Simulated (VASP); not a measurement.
# TaCuO2 (R-3m) in VASP: single point with PBE

Aim: the single point of TaCuO2 with PBE.

Program: VASP 6.6.1. These are calculated values, not measurements. Logs are shortened: lines on timing, memory, paths and dates and some standing lists are left out, and cuts for length are marked.

## (1) The cell of the first run

It takes space group R-3m (No. 166, trigonal). The conventional cell has a = 2.898 Å, b = 2.898 Å, c = 19.481 Å, α = 90.00°, β = 90.00°, γ = 120.00°. Within 2.9 Å of Ta (site symmetry -3m) lie 6 O at 2.15 Å and 6 Ta at 2.90 Å. Within 2.5 Å of Cu (site symmetry -3m) lie 2 O at 1.90 Å. Within 2.5 Å of O (site symmetry 3m) lie 1 Cu at 1.90 Å and 3 Ta at 2.15 Å.

## (2) Single point, PBE, non-collinear spin, zero start, spin-orbit coupling

INCAR

```
SYSTEM = TaCuO2
PREC = Accurate
ENCUT = 520
EDIFF = 1E-6
ISMEAR = -1
SIGMA = 0.1
LREAL = .False.
LASPH = .True.
NELM = 150
ALGO = Normal
ISIF = 2
LWAVE = .False.
LCHARG = .False.
LNONCOLLINEAR = .True.
MAGMOM = 0 0 0 0 0 0 0 0 0 0 0 0
LORBIT = 11
LSORBIT = .True.
GGA_COMPAT = .False.
LORBMOM = .True.
LMAXMIX = 4
GGA = PE
NBANDS = 48
```

KPOINTS

```
Automatic mesh
0
Gamma
  7 7 7
  0 0 0
```

POSCAR

```
TaCuO2
1.0
    2.8983094090     -0.0000002618     -0.0000000816
   -1.4491544778      2.5100097072     -0.0000005243
    0.0000000316     -1.6733382556      6.4935740874
Ta Cu O
1 1 2
Direct
    0.5000000000      0.0000000000      0.5000000000
    0.0000000000      0.0000000000      0.0000000000
    0.0974310824      0.1948621648      0.2922932471
    0.9025689176      0.8051378352      0.7077067529
```

Potentials or basis: VASP PAW PBE potentials, release 64 (Ta_pv, Cu, O).

Run with:

```console
$ cat potpaw_PBE.64/Ta_pv/POTCAR potpaw_PBE.64/Cu/POTCAR potpaw_PBE.64/O/POTCAR > POTCAR
$ mpirun -np 1 vasp_ncl > vasp.out
```

OUTCAR:

```text
SYSTEM = TaCuO2
   PREC = Accurate
   ENCUT = 520
   EDIFF = 1E-6
   ISMEAR = -1
   LREAL = .False.
   LASPH = .True.
   NELM = 150
   ISIF = 2
   LNONCOLLINEAR = .True.
   LORBIT = 11
   LSORBIT = .True.
   GGA = PE

 ion  position               nearest neighbor table
   1  0.500  0.000  0.500-   4 2.15   3 2.15   4 2.15   3 2.15   3 2.15   4 2.15
   2  0.000  0.000  0.000-   3 1.90   4 1.90
   3  0.097  0.195  0.292-   2 1.90   1 2.15   1 2.15   1 2.15
   4  0.903  0.805  0.708-   2 1.90   1 2.15   1 2.15   1 2.15

  LATTYP: Found a trigonal (rhomboedric) cell.
 ALAT       =     6.7057113975
 COS(alpha) =     0.9065950739

  Lattice vectors:

 A1 = (   0.0000000316,  -1.6733382556,   6.4935740874)
 A2 = (   1.4491549628,   0.8366711898,   6.4935734815)
 A3 = (  -1.4491544462,   0.8366714516,   6.4935735631)

Analysis of symmetry for initial positions (statically):
=====================================================================
 Subroutine PRICEL returns:
 Original cell was already a primitive cell.

 Routine SETGRP: Setting up the symmetry group for a
 trigonal (rhombohedral) supercell.

 Subroutine GETGRP returns: Found 12 space group operations
 (whereof 12 operations were pure point group operations)
 out of a pool of 12 trial point group operations.

The static configuration has the point symmetry D_3d.

Analysis of symmetry for dynamics (positions and initial velocities):
=====================================================================
 Subroutine PRICEL returns:
 Original cell was already a primitive cell.

 Routine SETGRP: Setting up the symmetry group for a
 trigonal (rhombohedral) supercell.

 Subroutine GETGRP returns: Found 12 space group operations
 (whereof 12 operations were pure point group operations)
 out of a pool of 12 trial point group operations.

The dynamic configuration has the point symmetry D_3d.

Analysis of structural, dynamic, and magnetic symmetry:
=====================================================================
 Subroutine PRICEL returns:
 Original cell was already a primitive cell.

 Routine SETGRP: Setting up the symmetry group for a
 trigonal (rhombohedral) supercell.

 Subroutine GETGRP returns: Found 12 space group operations
 (whereof 12 operations were pure point group operations)
 out of a pool of 12 trial point group operations.

The overall configuration has the point symmetry D_3d.

 Subroutine INISYM returns: Found 12 space group operations
 (whereof 12 operations are pure point group operations),
 and found     1 'primitive' translations

----------------------------------------------------------------------------------------

                                     Primitive cell

  volume of cell :      47.2393

  direct lattice vectors                    reciprocal lattice vectors
     2.898309409 -0.000000262 -0.000000082     0.345028744  0.199202408  0.051332747
    -1.449154478  2.510009707 -0.000000524     0.000000039  0.398404878  0.102665514
     0.000000032 -1.673338256  6.493574087     0.000000004  0.000000035  0.153998406

  length of vectors
     2.898309409  2.898309409  6.705711397     0.401698251  0.411420289  0.153998406

  position of ions in fractional coordinates (direct lattice)
     0.500000000  0.000000000  0.500000000
     0.000000000  0.000000000  0.000000000
     0.097431082  0.194862165  0.292293247
     0.902568918  0.805137835  0.707706753

  ion indices of the primitive-cell ions
   primitive index   ion index
                 1           1
                 2           2
                 3           3
                 4           4

----------------------------------------------------------------------------------------

[... 113 lines left out ...]

 Free energy of the ion-electron system (eV)
  ---------------------------------------------------
  ext. energy  EPLUGINS =         0.00000000
  ---------------------------------------------------
  free energy    TOTEN  =       -32.19153189 eV

  energy without entropy =      -32.16232165  energy(sigma->0) =      -32.17692677

 E-fermi :   6.0772     XC(G=0): -11.8000

 val. band max:        6.0183233486   @ k =  -0.2857   0.1429   0.0000
 cond. band min:       6.0918489643   @ k =   0.1429   0.0000   0.2857
 fundamental gap:      0.0735256158
 Fermi energy:         6.0772284655

 k-point     1 :       0.0000    0.0000    0.0000
  band No.  band energies     occupation
      1     -34.6217      1.00000
      2     -34.6217      1.00000
      3     -27.0382      1.00000
      4     -27.0382      1.00000
      5     -26.5045      1.00000
      6     -26.5045      1.00000
[... 1165 lines left out ...]
     45      11.9446      0.00000
     46      11.9446      0.00000

 [... further k-points ...]

 [bands above 46 left out]

------------------------ aborting loop because EDIFF is reached ----------------------------------------

  FORCE on cell =-STRESS in cart. coord.  units (eV):
  Direction    XX          YY          ZZ          XY          YZ          ZX
  --------------------------------------------------------------------------------------
  -------------------------------------------------------------------------------------
  Total        0.2835843      0.2835843      0.4202016     -0.0000000      0.0000000      0.0000000
  in kB        9.6180892      9.6180892     14.2516263     -0.0000000      0.0000010      0.0000001
  external PRESSURE =      11.1626015 kB  Pullay stress =       0.0000000 kB

 VOLUME and BASIS-vectors are now :
 -----------------------------------------------------------------------------
  energy-cutoff  :      520.00
  volume of cell :       47.24
      direct lattice vectors                 reciprocal lattice vectors
     2.898309409 -0.000000262 -0.000000082     0.345028744  0.199202408  0.051332747
    -1.449154478  2.510009707 -0.000000524     0.000000039  0.398404878  0.102665514
     0.000000032 -1.673338256  6.493574087     0.000000004  0.000000035  0.153998406

 POSITION                                       TOTAL-FORCE (eV/Angst)
 -----------------------------------------------------------------------------------
      1.44915     -0.83667      3.24679        -0.000000      0.000000     -0.000000
      0.00000      0.00000      0.00000        -0.000000      0.000000      0.000000
      0.00000      0.00000      1.89803        -0.000000     -0.000000     -0.043539
      1.44915      0.83667      4.59555         0.000000      0.000000      0.043539
 -----------------------------------------------------------------------------------
    total drift:                                0.000000     -0.000000     -0.000000

  FREE ENERGIE OF THE ION-ELECTRON SYSTEM (eV)
  ---------------------------------------------------
  free  energy   TOTEN  =       -32.1915318902 eV

  energy  without entropy=      -32.1623216483  energy(sigma->0) =      -32.17692677

 orbital moment (x)

 # of ion     p       d       tot
 ----------------------------------------
  1         0.000   0.000   0.000
  2         0.000   0.000   0.000
  3         0.000   0.000   0.000
  4         0.000   0.000   0.000
 ----------------------------------------
            0.000   0.000   0.000

 orbital moment (y)

 # of ion     p       d       tot
 ----------------------------------------
  1         0.000   0.000   0.000
  2         0.000  -0.000  -0.000
  3         0.000   0.000   0.000
  4         0.000   0.000   0.000
 ----------------------------------------
            0.000   0.000   0.000

 orbital moment (z)

 # of ion     p       d       tot
 ----------------------------------------
  1         0.000   0.000   0.000
  2         0.000   0.000   0.000
  3         0.000   0.000   0.000
  4         0.000   0.000   0.000
 ----------------------------------------
            0.000   0.000   0.000

 Spin-Orbit-Coupling matrix elements

 Ion:    1  E_soc:     -1.3178681
 l=   1
     0.0000000    -0.2015774    -0.2043278
    -0.2015774     0.0000000    -0.2015774
    -0.2043278    -0.2015774     0.0000000
 l=   2
     0.0000000    -0.0026866     0.0000000    -0.0026866    -0.0174014
    -0.0026866     0.0000000    -0.0108996    -0.0015044    -0.0026866
     0.0000000    -0.0108996     0.0000000    -0.0108996     0.0000000
    -0.0026866    -0.0015044    -0.0108996     0.0000000    -0.0026866
    -0.0174014    -0.0026866     0.0000000    -0.0026866     0.0000000
 l=   3
     0.0000000     0.0000000     0.0000000     0.0000000     0.0000000     0.0000000     0.0000000
     0.0000000     0.0000000     0.0000000     0.0000000     0.0000000     0.0000000     0.0000000
     0.0000000     0.0000000     0.0000000     0.0000000     0.0000000     0.0000000     0.0000000
     0.0000000     0.0000000     0.0000000     0.0000000     0.0000000     0.0000000     0.0000000
[... 49 lines left out ...]
 l=   2
     0.0000000     0.0000000     0.0000000     0.0000000     0.0000000
     0.0000000     0.0000000     0.0000000     0.0000000     0.0000000
     0.0000000     0.0000000     0.0000000     0.0000000     0.0000000
     0.0000000     0.0000000     0.0000000     0.0000000     0.0000000
     0.0000000     0.0000000     0.0000000     0.0000000     0.0000000
 l=   3
     0.0000000     0.0000000     0.0000000     0.0000000     0.0000000     0.0000000     0.0000000
     0.0000000     0.0000000     0.0000000     0.0000000     0.0000000     0.0000000     0.0000000
     0.0000000     0.0000000     0.0000000     0.0000000     0.0000000     0.0000000     0.0000000
     0.0000000     0.0000000     0.0000000     0.0000000     0.0000000     0.0000000     0.0000000
     0.0000000     0.0000000     0.0000000     0.0000000     0.0000000     0.0000000     0.0000000
     0.0000000     0.0000000     0.0000000     0.0000000     0.0000000     0.0000000     0.0000000
     0.0000000     0.0000000     0.0000000     0.0000000     0.0000000     0.0000000     0.0000000

 total charge

# of ion       s       p       d       tot
------------------------------------------
    1        0.286   6.222   2.410   8.919
    2        0.404   0.279   9.220   9.903
    3        1.558   3.473   0.000   5.031
    4        1.558   3.473   0.000   5.031
--------------------------------------------------
tot          3.807  13.446  11.630  28.883

 magnetization (x)

# of ion       s       p       d       tot
------------------------------------------
    1        0.000  -0.000  -0.000   0.000
    2        0.000  -0.000  -0.000   0.000
    3        0.000   0.000   0.000   0.000
    4        0.000   0.000   0.000   0.000
--------------------------------------------------
tot          0.000   0.000  -0.000   0.000

 magnetization (y)

# of ion       s       p       d       tot
------------------------------------------
    1        0.000  -0.000   0.000   0.000
    2        0.000   0.000  -0.000   0.000
    3       -0.000   0.000   0.000   0.000
    4       -0.000   0.000   0.000   0.000
--------------------------------------------------
tot         -0.000   0.000   0.000   0.000

 magnetization (z)

# of ion       s       p       d       tot
------------------------------------------
    1        0.000   0.000  -0.000  -0.000
    2        0.000   0.000   0.000   0.000
    3        0.000  -0.000   0.000  -0.000
    4        0.000  -0.000   0.000  -0.000
--------------------------------------------------
tot          0.000  -0.000  -0.000  -0.000
```

It took 99 s on 1 thread of Intel Xeon 6975P-C (Granite Rapids), shared host; peak memory 0.38 GiB.

Results:

- Free energy: -32.1915 eV
- Pressure: 1.1 GPa
- Largest force: 0.044 eV/Å
- Net moment: 0.00 μB per cell
- Valence electrons inside the program's atomic spheres: Ta 8.92; Cu 9.90; O 5.03

Forces on the atoms (eV/Å):
```
Ta   0.000  0.000  0.000
Cu   0.000  0.000  0.000
O    0.000  0.000 -0.044
O    0.000  0.000  0.044
```

Stress tensor (GPa, compression positive):
```
0.96 0.00 0.00
0.00 0.96 0.00
0.00 0.00 1.43
```

Moments on the atoms (μB; x, y, z):
```
Ta  0.00 0.00 0.00
Cu  0.00 0.00 0.00
O   0.00 0.00 0.00
O   0.00 0.00 0.00
```

Caveat: the k points lie up to 0.36 Å⁻¹ apart.
